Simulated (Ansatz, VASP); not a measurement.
## SnTe in VASP and in Ansatz

INCAR

```
SYSTEM = SnTe
PREC = Accurate
ENCUT = 520
EDIFF = 1E-6
ISMEAR = 0
SIGMA = 0.03
LREAL = .False.
LASPH = .True.
NELM = 60
ALGO = Normal
ISIF = 2
LWAVE = .False.
LCHARG = .False.
GGA = PE
NBANDS = 17
```

The input KPOINTS:

```
Automatic mesh
0
Gamma
  10 10 10
  0 0 0
```

POSCAR

```
SnTe
1.0
    0.0000000000      3.1565000000      3.1565000000
    3.1565000000      0.0000000000      3.1565000000
    3.1565000000      3.1565000000      0.0000000000
Sn Te
1 1
Direct
    0.0000000000      0.0000000000      0.0000000000
    0.5000000000      0.5000000000      0.4887991956
```

Input for Ansatz:

```yaml
crystal:
  lattice:
    - [0.0, 3.1565, 3.1565]
    - [3.1565, 0.0, 3.1565]
    - [3.1565, 3.1565, 0.0]
  atoms:
    - { symbol: Sn, position: [0.0, 0.0, 0.0] }
    - { symbol: Te, position: [0.5, 0.5, 0.4887991956] }
basis:
  ecutwfc: 420
kpoints:
  mp_grid: { grid: [10, 10, 10] }
hamiltonian:
  xc: pbe
scf:
  occupations: { method: gaussian, width: 0.03 }
output:
  forces: true
  stress: true
  eigenvalues: true
```

Change from the starting cell: all Te atoms moved -0.050 Å, as atom 2 along Cartesian [1 1 0].

Alike in both runs: task single point; functional PBE; k mesh 10 × 10 × 10; occupations gaussian, width 0.03 eV; no spin polarisation.

|  | VASP | Ansatz |
| --- | --- | --- |
| version | VASP 6.6.1 | Ansatz 0.2.0 |
| potentials or method | VASP PAW PBE potentials, release 64 (Sn_d, Te), cutoff 520 eV | scalar-relativistic, plane waves, PAW |
| valence electrons in the cell | 20 | 30 |

```tsv
	VASP	Ansatz	Ansatz less VASP
gap on the k mesh at the Fermi level (eV)	0.07	0.07	-0.001
least direct gap on the mesh (eV)	0.07	0.07	-0.001
pressure (GPa)	2.0	2.1	+0.07
rms of the force components (eV/Å)	0.006	0.005	-0.0010
```

Atom by atom the forces differ by 0.001 eV/Å (rms over components). With one functional, cell and mesh, what is left measures potentials, basis and numerics. VASP's potentials hold 20 valence electrons a cell and Ansatz's 30, so a difference there can come from the potentials and not from the codes.

Neither program's run includes spin-orbit coupling.
